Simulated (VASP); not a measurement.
Wanted: the native input for a VASP 6.6.1 run.

- Task: single point
- Functional: revPBE
- Potentials or basis: VASP PAW PBE potentials, release 64 (Co)
- Cutoff: 520 eV
- k mesh: 14 × 14 × 10
- Occupations: fermi-dirac, width 0.05 eV
- Spin: collinear spin, ferromagnetic start
- Starting moments: [-1.699, -1.699] μB
- Dipole correction: no
- Further INCAR settings: ALGO = Normal; EDIFF = 1e-06; NBANDS = 20

The structure of Co lies in POSCAR:

```
Co
1.0
    2.4237524653      0.0000000000      0.0000000000
    0.0000000000      2.4237524653      0.0000000000
    0.0000000000      0.0000000000      3.4258402042
Co
2
Direct
    0.0000000000      0.0000000000      0.0000000000
    0.5000000000      0.5000000000      0.5000000000
```

This isn't the form of Co at room conditions, which is hcp.

These files were run (other wordings do the same):

INCAR

```
SYSTEM = Co
PREC = Accurate ; ENCUT = 520
EDIFF = 1E-6 ; ISMEAR = -1
SIGMA = 0.05 ; LREAL = .FALSE.
LASPH = .TRUE. ; NELM = 150
ALGO = Normal ; ISIF = 2
LWAVE = .FALSE. ; LCHARG = .FALSE.
ISPIN = 2 ; MAGMOM = -1.699 -1.699
LORBIT = 11 ; LMAXMIX = 4
GGA = RE ; NBANDS = 20
```

KPOINTS

```
Automatic mesh
0
G
  14 14 10
  0 0 0
```

Potentials or basis: VASP PAW PBE potentials, release 64 (Co).

The run is started by

```bash
$ cat potpaw_PBE.64/Co/POTCAR > POTCAR
$ mpirun -np 1 vasp_std > vasp.out
```

Results of the run:

| Item | Value |
| --- | --- |
| Pressure | 24.1 GPa |
| Net moment | -3.17 μB per cell |
| Site moments | Co -1.59 μB |
| Valence electrons inside the program's atomic spheres | Co 8.43 |

Caveat: the cell stands under pressure; the PAW data sets were made with another functional, which shifts forces and pressure a little.

Wall time 2.5 min on 1 thread of Intel Xeon 8259CL, with other jobs on the host, peak memory 0.23 GiB.
